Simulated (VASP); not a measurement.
# CdTe (F-43m) in VASP: notebook

CdTe is run at these levels: PBE; tasks: single point.

All numbers are computed with VASP 6.6.1; they aren't measurements. Logs are shortened: lines on timing, memory, paths and dates and some standing lists are left out, and cuts for length are marked.

## Step 1: The cell of the first run

Symmetry: F-43m, No. 216, cubic system. Conventional cell: a = 6.618 Å, b = 6.618 Å, c = 6.618 Å, α = 90.00°, β = 90.00°, γ = 90.00°. Cd (site symmetry -43m) has 4 Te at 2.87 Å within 3.8 Å. Within 3.8 Å of Te (site symmetry -43m) lie 4 Cd at 2.87 Å.

## Step 2: Single point, PBE (36.23 Å³/atom)

Contents of INCAR:

```
  ALGO = Normal
  EDIFF = 1E-7
  ENCUT = 520
  GGA = PE
  ISIF = 2
  ISMEAR = 0
  LASPH = T
  LCHARG = T
  LELF = T
  LREAL = F
  LVHAR = T
  LWAVE = F
  NBANDS = 16
  NELM = 60
  PREC = Accurate
  SIGMA = 0.05
```

Contents of KPOINTS:

```
k-points
0
Gamma
  10 10 10
```

Contents of POSCAR:

```
CdTe
1.0
    0.0000000000      3.3090893088      3.3090893088
    3.3090893088      0.0000000000      3.3090893088
    3.3090893088      3.3090893088      0.0000000000
Cd Te
1 1
Direct
    0.0000000000      0.0000000000      0.0000000000
    0.2500000000      0.2500000000      0.2500000000
```

Potentials or basis: VASP PAW PBE potentials, release 64 (Cd, Te).

On the command line:

```console
$ cat potpaw_PBE.64/Cd/POTCAR potpaw_PBE.64/Te/POTCAR > POTCAR
$ mpirun -np 1 vasp_std > vasp.out
```

OUTCAR:

```text
EDIFF = 1E-7
   ENCUT = 520
   GGA = PE
   ISIF = 2
   ISMEAR = 0
   LASPH = T
   LREAL = F
   NELM = 60
   PREC = Accurate

 ion  position               nearest neighbor table
   1  0.000  0.000  0.000-   2 2.87   2 2.87   2 2.87   2 2.87
   2  0.250  0.250  0.250-   1 2.87   1 2.87   1 2.87   1 2.87

  LATTYP: Found a face centered cubic cell.
 ALAT       =     6.6181786176

  Lattice vectors:

 A1 = (   0.0000000000,   3.3090893088,   3.3090893088)
 A2 = (   3.3090893088,   0.0000000000,   3.3090893088)
 A3 = (   3.3090893088,   3.3090893088,   0.0000000000)

Analysis of symmetry for initial positions (statically):
=====================================================================
 Subroutine PRICEL returns:
 Original cell was already a primitive cell.

 Routine SETGRP: Setting up the symmetry group for a
 face centered cubic supercell.

 Subroutine GETGRP returns: Found 24 space group operations
 (whereof 24 operations were pure point group operations)
 out of a pool of 48 trial point group operations.

The static configuration has the point symmetry T_d .

Analysis of symmetry for dynamics (positions and initial velocities):
=====================================================================
 Subroutine PRICEL returns:
 Original cell was already a primitive cell.

 Routine SETGRP: Setting up the symmetry group for a
 face centered cubic supercell.

 Subroutine GETGRP returns: Found 24 space group operations
 (whereof 24 operations were pure point group operations)
 out of a pool of 48 trial point group operations.

The dynamic configuration has the point symmetry T_d .

 Subroutine INISYM returns: Found 24 space group operations
 (whereof 24 operations are pure point group operations),
 and found     1 'primitive' translations

----------------------------------------------------------------------------------------

                                     Primitive cell

  volume of cell :      72.4695

  direct lattice vectors                    reciprocal lattice vectors
     0.000000000  3.309089309  3.309089309    -0.151098974  0.151098974  0.151098974
     3.309089309  0.000000000  3.309089309     0.151098974 -0.151098974  0.151098974
     3.309089309  3.309089309  0.000000000     0.151098974  0.151098974 -0.151098974

  length of vectors
     4.679758980  4.679758980  4.679758980     0.261711100  0.261711100  0.261711100

  position of ions in fractional coordinates (direct lattice)
     0.000000000  0.000000000  0.000000000
     0.250000000  0.250000000  0.250000000

  ion indices of the primitive-cell ions
   primitive index   ion index
                 1           1
                 2           2

----------------------------------------------------------------------------------------

 KPOINTS: k-points

Automatic generation of k-mesh.
 Grid dimensions read from file:
 generate k-points for:   10   10   10

 Generating k-lattice:

  Cartesian coordinates                     Fractional coordinates (reciprocal lattice)
    -0.015109897  0.015109897  0.015109897     0.100000000  0.000000000  0.000000000
     0.015109897 -0.015109897  0.015109897     0.000000000  0.100000000  0.000000000
     0.015109897  0.015109897 -0.015109897     0.000000000  0.000000000  0.100000000

  Length of vectors
     0.026171110  0.026171110  0.026171110

  Shift w.r.t. Gamma in fractional coordinates (k-lattice)
     0.000000000  0.000000000  0.000000000

 Subroutine IBZKPT returns following result:
 ===========================================

 Found     47 irreducible k-points:

 Following reciprocal coordinates:
            Coordinates               Weight
  0.000000  0.000000  0.000000      1.000000
  0.100000  0.000000  0.000000      8.000000
  0.200000  0.000000  0.000000      8.000000
  0.300000  0.000000  0.000000      8.000000
  0.400000  0.000000  0.000000      8.000000
  0.500000  0.000000  0.000000      4.000000
[... 16 lines left out ...]
  0.300000  0.300000  0.000000      6.000000
  0.400000  0.300000  0.000000     24.000000
 [... further k-points ...]
   k-points           NKPTS =     47   k-points in BZ     NKDIM =     47   number of bands    NBANDS=     16
   number of dos      NEDOS =    301   number of ions     NIONS =      2
   total plane-waves  NPLWV =  46656
   dimension x,y,z NGX =    36 NGY =   36 NGZ =   36
   dimension x,y,z NGXF=    72 NGYF=   72 NGZF=   72
   ions per type =               1   1
   NGX,Y,Z   is equivalent  to a cutoff of  12.79, 12.79, 12.79 a.u.
   NGXF,Y,Z  is equivalent  to a cutoff of  25.58, 25.58, 25.58 a.u.
 SYSTEM =  unknown system
   PREC   = accura    normal or accurate (medium, high low for compatibility)
   ISTART =      0    job   : 0-new  1-cont  2-samecut
   ICHARG =      2    charge: 1-file 2-atom 10-const
   ISPIN  =      1    spin polarized calculation?
   LNONCOLLINEAR =      F non collinear calculations
   LSORBIT =      F    spin-orbit coupling
   LASPH  =      T    aspherical Exc in radial PAW
   ENCUT  =  520.0 eV  38.22 Ry    6.18 a.u.   8.70  8.70  8.70*2*pi/ulx,y,z
   NELM   =     60;   NELMIN=  2; NELMDL= -5     # of ELM steps
   EDIFF  = 0.1E-06   stopping-criterion for ELM
   LREAL  =      F    real-space projection
   EDIFFG = 0.1E-05   stopping-criterion for IOM
   NSW    =      0    number of steps for IOM
   IBRION =     -1    ionic relax: 0-MD 1-quasi-New 2-CG
   NFREE  =      0    steps in history (QN), initial steepest desc. (CG)
   ISIF   =      2    stress and relaxation
   ISYM   =      2    0-nonsym 1-usesym 2-fastsym
   POTIM  = 0.5000    time-step for ionic-motion
   TEBEG  =    0.0;   TEEND  =   0.0 temperature during run
   PSTRESS=    0.0 pullay stress
   NELECT =      18.0000    total number of electrons
   NUPDOWN=      -1.0000    fix difference up-down
   EMIN   =  10.00;   EMAX   =-10.00  energy-range for DOS
   EFERMI =   0.00;   METHOD = LEGACY
   ISMEAR =     0;   SIGMA  =   0.05  broadening in eV -4-tet -1-fermi 0-gaus
   EFERMI_NEDOS =   21; number of points for ismear=-14 and -15
   IALGO  =     38    algorithm
   IMIX   =      4    mixing-type and parameters
     AMIX     =   0.40;   BMIX     =  1.00
     AMIX_MAG =   1.60;   BMIX_MAG =  1.00
  volume/ion in A,a.u.               =      36.23       244.52
  Fermi-wavevector in a.u.,A,eV,Ry     =   1.029075  1.944670 14.408517  1.058996
  Thomas-Fermi vector in A             =   2.163104
   LORBIT       =      0    0 simple, 1 ext, 2 COOP (PROOUT), +10 PAW based schemes
   GGA     = PE    functional components
   LHFCALC =     F    Hartree Fock is set to
   AEXX    =    0.0000 exact exchange contribution
   IVDW    =     0    specifies the selected vdW correction
   LEPSILON=     F    determine dielectric tensor
   LRPA    =     F    only Hartree local field effects (RPA)
 non-spin polarized calculation
 Gauss-broadening in eV      SIGMA  =   0.05
  energy-cutoff  :      520.00
  volume of cell :       72.47
 maximum number of plane-waves:      1980
   NGX = 17   NGY = 17   NGZ = 17

 number of electron      18.0000006 magnetization

 Free energy of the ion-electron system (eV)
  ---------------------------------------------------
  ext. energy  EPLUGINS =         0.00000000
  ---------------------------------------------------
  free energy    TOTEN  =        -4.81278876 eV

  energy without entropy =       -4.81278876  energy(sigma->0) =       -4.81278876

 E-fermi :   2.0667     XC(G=0):  -8.3091

 val. band max:        1.7970641587   @ k =   0.0000   0.0000   0.0000
 cond. band min:       2.3801040774   @ k =   0.0000   0.0000   0.0000
 fundamental gap:      0.5830399187
 Fermi energy:         2.0667302753

 k-point     1 :       0.0000    0.0000    0.0000
  band No.  band energies     occupation
      1      -9.0369      2.00000
      2      -6.2921      2.00000
      3      -6.2921      2.00000
      4      -6.2921      2.00000
      5      -6.0753      2.00000
      6      -6.0753      2.00000
[... 8 lines left out ...]
     15      11.0438      0.00000
     16      11.0438      0.00000

 k-point     2 :       0.1000    0.0000    0.0000
  band No.  band energies     occupation
      1      -9.0042      2.00000
      2      -6.2860      2.00000
      3      -6.2860      2.00000
      4      -6.2652      2.00000
      5      -6.0757      2.00000
      6      -6.0757      2.00000
[... 8 lines left out ...]
     15      10.5355      0.00000
     16      10.5355      0.00000

 k-point     3 :       0.2000    0.0000    0.0000
  band No.  band energies     occupation
      1      -8.9184      2.00000
      2      -6.2710      2.00000
      3      -6.2710      2.00000
      4      -6.1793      2.00000
      5      -6.0760      2.00000
      6      -6.0760      2.00000
[... 8 lines left out ...]
     15      10.1723      0.00000
     16      10.2043      0.00000

 k-point     4 :       0.3000    0.0000    0.0000
  band No.  band energies     occupation
      1      -8.8128      2.00000
      2      -6.2545      2.00000
      3      -6.2545      2.00000
      4      -6.0740      2.00000
      5      -6.0740      2.00000
      6      -6.0310      2.00000
[... 8 lines left out ...]
     15      10.3939      0.00000
     16      10.3939      0.00000
[... 324 lines left out ...]
 k-point    22 :      -0.2000    0.2000    0.0000
  band No.  band energies     occupation
      1      -8.7775      2.00000
      2      -6.2465      2.00000
      3      -6.2361      2.00000
      4      -6.0832      2.00000
      5      -6.0823      2.00000
      6      -5.9779      2.00000
[... 8 lines left out ...]
     15      11.2076      0.00000
     16      11.8709      0.00000

 k-point    23 :       0.3000    0.3000    0.0000
  band No.  band energies     occupation
      1      -8.7414      2.00000
      2      -6.2071      2.00000
      3      -6.2071      2.00000
      4      -6.1407      2.00000
      5      -6.0585      2.00000
      6      -5.9624      2.00000
[... 8 lines left out ...]
     15      11.7863      0.00000
     16      13.0253      0.00000

 k-point    24 :       0.4000    0.3000    0.0000
  band No.  band energies     occupation
      1      -8.6766      2.00000
      2      -6.1966      2.00000
      3      -6.1905      2.00000
      4      -6.1343      2.00000
      5      -6.0561      2.00000
      6      -5.8394      2.00000
[... 8 lines left out ...]
     15      12.1655      0.00000
     16      13.2187      0.00000

 [... further k-points ...]

------------------------ aborting loop because EDIFF is reached ----------------------------------------

  FORCE on cell =-STRESS in cart. coord.  units (eV):
  Direction    XX          YY          ZZ          XY          YZ          ZX
  --------------------------------------------------------------------------------------
  -------------------------------------------------------------------------------------
  Total        0.0465191      0.0465191      0.0465191     -0.0000000     -0.0000000     -0.0000000
  in kB        1.0284570      1.0284570      1.0284570     -0.0000000     -0.0000000     -0.0000000
  external PRESSURE =       1.0284570 kB  Pullay stress =       0.0000000 kB

 VOLUME and BASIS-vectors are now :
 -----------------------------------------------------------------------------
  energy-cutoff  :      520.00
  volume of cell :       72.47
      direct lattice vectors                 reciprocal lattice vectors
     0.000000000  3.309089309  3.309089309    -0.151098974  0.151098974  0.151098974
     3.309089309  0.000000000  3.309089309     0.151098974 -0.151098974  0.151098974
     3.309089309  3.309089309  0.000000000     0.151098974  0.151098974 -0.151098974

 POSITION                                       TOTAL-FORCE (eV/Angst)
 -----------------------------------------------------------------------------------
      0.00000      0.00000      0.00000        -0.000000     -0.000000     -0.000000
      1.65454      1.65454      1.65454         0.000000      0.000000      0.000000
 -----------------------------------------------------------------------------------
    total drift:                               -0.000000     -0.000000     -0.000001

  FREE ENERGIE OF THE ION-ELECTRON SYSTEM (eV)
  ---------------------------------------------------
  free  energy   TOTEN  =        -4.8127887578 eV

  energy  without entropy=       -4.8127887578  energy(sigma->0) =       -4.81278876
```

Run time: 84 s. Hardware: 1 thread of Intel Xeon 8259CL, shared host; peak memory 0.24 GiB.

What came out:

```
Free energy            : -4.8128 eV
Pressure               : 0.1 GPa
Band gap on the k mesh : 0.58 eV
```

Caveat: spin-orbit coupling is left out, which moves the levels of the heavy elements.

## Step 3: Single point, PBE

Contents of INCAR:

```
SYSTEM = CdTe
PREC     = Accurate       ! precision mode
ENCUT    = 520            ! plane-wave cutoff, eV
EDIFF    = 1E-7           ! SCF threshold, eV
ISMEAR   = 0              ! smearing method
SIGMA    = 0.05           ! smearing width, eV
LREAL    = .False.        ! projectors in reciprocal space
LASPH    = .True.         ! aspherical terms in the spheres
NELM     = 100            ! most SCF steps
ALGO     = Normal         ! electronic algorithm
ISIF     = 2              ! what is computed and relaxed
LWAVE    = .False.        ! write WAVECAR
LCHARG   = .False.        ! write CHGCAR
GGA      = PE             ! functional
NBANDS   = 16             ! bands
```

Contents of KPOINTS:

```
Automatic mesh
0
Gamma
  10 10 10
  0 0 0
```

POSCAR is that of step 2.

Potentials or basis: VASP PAW PBE potentials, release 64 (Cd, Te).

On the command line:

```console
$ cat potpaw_PBE.64/Cd/POTCAR potpaw_PBE.64/Te/POTCAR > POTCAR
$ mpirun -np 1 vasp_std > vasp.out
```

It took 84 s on 1 thread of Intel Xeon 8259CL, shared host; peak memory 0.24 GiB.

The run converged. Its results:

```yaml
Free_energy: -4.8128 eV
Pressure: 0.1 GPa
Band_gap_on_the_k_mesh: 0.58 eV
```

Levels at points of the mesh, in eV from the valence-band top:
| k point | band 5 | band 6 | band 7 | band 8 | band 9 | band 10 | band 11 | band 12 | band 13 | band 14 |
| --- | --- | --- | --- | --- | --- | --- | --- | --- | --- | --- |
| (0.00, 0.00, 0.00) | -7.87 | -7.87 | 0.00 | 0.00 | 0.00 | 0.58 | 4.64 | 4.64 | 4.64 | 7.38 |
| (0.50, 0.00, 0.00) | -7.86 | -7.57 | -4.08 | -0.69 | -0.69 | 1.75 | 5.21 | 5.21 | 7.01 | 8.44 |
| (0.50, 0.50, 0.00) | -7.85 | -7.45 | -4.01 | -1.66 | -1.66 | 2.67 | 2.74 | 8.51 | 8.81 | 8.81 |

Caveat: spin-orbit coupling is left out, which moves the levels of the heavy elements.
